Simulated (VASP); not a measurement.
# Si (Fm-3m) in VASP: single point with PBE

Aim: the single point of Si with PBE.

All numbers are computed with VASP 6.6.1; they aren't measurements. Logs are shortened: lines on timing, memory, paths and dates and some standing lists are left out, and cuts for length are marked.

### 1 The cell of the first run

Symmetry: Fm-3m, No. 225, cubic system. Conventional cell: a = 4.358 Å, b = 4.358 Å, c = 4.358 Å, α = 90.00°, β = 90.00°, γ = 90.00°. Si (site symmetry m-3m) has 12 Si at 3.08 Å within 4.1 Å.

### 2 Single point, PBE

The input, INCAR:

```
SYSTEM = Si
PREC = Accurate ; ENCUT = 500
EDIFF = 1E-6 ; ISMEAR = -1
SIGMA = 0.1 ; LREAL = .False.
LASPH = .True. ; NELM = 120
ALGO = Normal ; ISIF = 2
LWAVE = .False. ; LCHARG = .True.
GGA = PE ; LELF = .True.
LVHAR = .True. ; NBANDS = 8
GGA_COMPAT = .False.
```

The input, KPOINTS:

```
regular mesh
0
Gamma
  7 7 7
  0 0 0
```

The input, POSCAR:

```
Si
1.0
    0.0000000000      2.1790000000      2.1790000000
    2.1790000000      0.0000000000      2.1790000000
    2.1790000000      2.1790000000      0.0000000000
Si
1
Direct
    0.0000000000      0.0000000000      0.0000000000
```

Potentials or basis: VASP PAW PBE potentials, release 64 (Si).

Run with:

```sh
> cat potpaw_PBE.64/Si/POTCAR > POTCAR
> mpirun -np 1 vasp_std > vasp.out
```

OUTCAR:

```text
SYSTEM = Si
   PREC = Accurate
   ENCUT = 500
   EDIFF = 1E-6
   ISMEAR = -1
   LREAL = .False.
   LASPH = .True.
   NELM = 120
   ISIF = 2
   GGA = PE

 ion  position               nearest neighbor table
   1  0.000  0.000  0.000-

  LATTYP: Found a face centered cubic cell.
 ALAT       =     4.3580000000

  Lattice vectors:

 A1 = (   0.0000000000,   2.1790000000,   2.1790000000)
 A2 = (   2.1790000000,   0.0000000000,   2.1790000000)
 A3 = (   2.1790000000,   2.1790000000,   0.0000000000)

Analysis of symmetry for initial positions (statically):
=====================================================================
 Subroutine PRICEL returns:
 Original cell was already a primitive cell.

 Routine SETGRP: Setting up the symmetry group for a
 face centered cubic supercell.

 Subroutine GETGRP returns: Found 48 space group operations
 (whereof 48 operations were pure point group operations)
 out of a pool of 48 trial point group operations.

The static configuration has the point symmetry O_h .

Analysis of symmetry for dynamics (positions and initial velocities):
=====================================================================
 Subroutine PRICEL returns:
 Original cell was already a primitive cell.

 Routine SETGRP: Setting up the symmetry group for a
 face centered cubic supercell.

 Subroutine GETGRP returns: Found 48 space group operations
 (whereof 48 operations were pure point group operations)
 out of a pool of 48 trial point group operations.

The dynamic configuration has the point symmetry O_h .

 Subroutine INISYM returns: Found 48 space group operations
 (whereof 48 operations are pure point group operations),
 and found     1 'primitive' translations

----------------------------------------------------------------------------------------

                                     Primitive cell

  volume of cell :      20.6920

  direct lattice vectors                    reciprocal lattice vectors
     0.000000000  2.179000000  2.179000000    -0.229463056  0.229463056  0.229463056
     2.179000000  0.000000000  2.179000000     0.229463056 -0.229463056  0.229463056
     2.179000000  2.179000000  0.000000000     0.229463056  0.229463056 -0.229463056

  length of vectors
     3.081571352  3.081571352  3.081571352     0.397441672  0.397441672  0.397441672

[... 72 lines left out ...]
   NELM   =    120;   NELMIN=  2; NELMDL= -5     # of ELM steps
   EDIFF  = 0.1E-05   stopping-criterion for ELM
   LREAL  =      F    real-space projection
   EDIFFG = 0.1E-04   stopping-criterion for IOM
   NSW    =      0    number of steps for IOM
   IBRION =     -1    ionic relax: 0-MD 1-quasi-New 2-CG
   NFREE  =      0    steps in history (QN), initial steepest desc. (CG)
   ISIF   =      2    stress and relaxation
   ISYM   =      2    0-nonsym 1-usesym 2-fastsym
   POTIM  = 0.5000    time-step for ionic-motion
   TEBEG  =    0.0;   TEEND  =   0.0 temperature during run
   PSTRESS=    0.0 pullay stress
   NELECT =       4.0000    total number of electrons
   NUPDOWN=      -1.0000    fix difference up-down
   EMIN   =  10.00;   EMAX   =-10.00  energy-range for DOS
   EFERMI =   0.00;   METHOD = LEGACY
   ISMEAR =    -1;   SIGMA  =   0.10  broadening in eV -4-tet -1-fermi 0-gaus
   EFERMI_NEDOS =   21; number of points for ismear=-14 and -15
   IALGO  =     38    algorithm
   IMIX   =      4    mixing-type and parameters
     AMIX     =   0.40;   BMIX     =  1.00
     AMIX_MAG =   1.60;   BMIX_MAG =  1.00
  volume/ion in A,a.u.               =      20.69       139.64
  Fermi-wavevector in a.u.,A,eV,Ry     =   0.946588  1.788792 12.191209  0.896029
  Thomas-Fermi vector in A             =   2.074600
   LORBIT       =      0    0 simple, 1 ext, 2 COOP (PROOUT), +10 PAW based schemes
   GGA     = PE    functional components
   LHFCALC =     F    Hartree Fock is set to
   AEXX    =    0.0000 exact exchange contribution
   IVDW    =     0    specifies the selected vdW correction
   LEPSILON=     F    determine dielectric tensor
   LRPA    =     F    only Hartree local field effects (RPA)
 non-spin polarized calculation
  energy-cutoff  :      500.00
  volume of cell :       20.69
 maximum number of plane-waves:       536
   NGX = 11   NGY = 11   NGZ = 11

 number of electron       4.0000000 magnetization

 Free energy of the ion-electron system (eV)
  ---------------------------------------------------
  ext. energy  EPLUGINS =         0.00000000
  ---------------------------------------------------
  free energy    TOTEN  =        -4.51598195 eV

  energy without entropy =       -4.49919067  energy(sigma->0) =       -4.50758631

 E-fermi :   6.0483     XC(G=0):  -9.7927

 val. band max:        6.0336512157   @ k =  -0.4286   0.4286   0.1429
 cond. band min:       6.6833359393   @ k =   0.4286   0.2857   0.1429
 fundamental gap:      0.6496847236
 Fermi energy:         6.0483302636

 k-point     1 :       0.0000    0.0000    0.0000
  band No.  band energies     occupation
      1      -5.4872      2.00000
      2      13.4883      0.00000
      3      13.4883      0.00000
      4      13.4883      0.00000
      5      16.7079      0.00000
      6      16.7079      0.00000
      7      16.7079      0.00000
      8      21.2782      0.00000
[... 199 lines left out ...]
 k-point    20 :      -0.2857    0.4286    0.1429
  band No.  band energies     occupation
      1       1.4945      2.00000
      2       3.7428      2.00000
      3       4.0456      2.00000
      4       7.0427      0.00010
      5      15.2364      0.00000
      6      18.5550      0.00000
      7      20.1438      0.00000
      8      20.9038      0.00000

------------------------ aborting loop because EDIFF is reached ----------------------------------------

  FORCE on cell =-STRESS in cart. coord.  units (eV):
  Direction    XX          YY          ZZ          XY          YZ          ZX
  --------------------------------------------------------------------------------------
  -------------------------------------------------------------------------------------
  Total       -1.7955537     -1.7955537     -1.7955537      0.0000000      0.0000000     -0.0000000
  in kB     -139.0296032   -139.0296032   -139.0296032      0.0000000      0.0000000     -0.0000000
  external PRESSURE =    -139.0296032 kB  Pullay stress =       0.0000000 kB

 VOLUME and BASIS-vectors are now :
 -----------------------------------------------------------------------------
  energy-cutoff  :      500.00
  volume of cell :       20.69
      direct lattice vectors                 reciprocal lattice vectors
     0.000000000  2.179000000  2.179000000    -0.229463056  0.229463056  0.229463056
     2.179000000  0.000000000  2.179000000     0.229463056 -0.229463056  0.229463056
     2.179000000  2.179000000  0.000000000     0.229463056  0.229463056 -0.229463056

 POSITION                                       TOTAL-FORCE (eV/Angst)
 -----------------------------------------------------------------------------------
      0.00000      0.00000      0.00000        -0.000000      0.000000     -0.000000
 -----------------------------------------------------------------------------------
    total drift:                               -0.000000      0.000000      0.000000

  FREE ENERGIE OF THE ION-ELECTRON SYSTEM (eV)
  ---------------------------------------------------
  free  energy   TOTEN  =        -4.5159819550 eV

  energy  without entropy=       -4.4991906717  energy(sigma->0) =       -4.50758631
```

It took 3 s on 1 thread of AMD EPYC 9R45 (Zen 5), shared host; peak memory 0.09 GiB.

Results:

```
Free energy            : -4.5160 eV
Pressure               : -13.9 GPa
Band gap on the k mesh : zero (band 2 reaches 13.49 eV, above the bottom of band 3 at 4.05 eV)
```
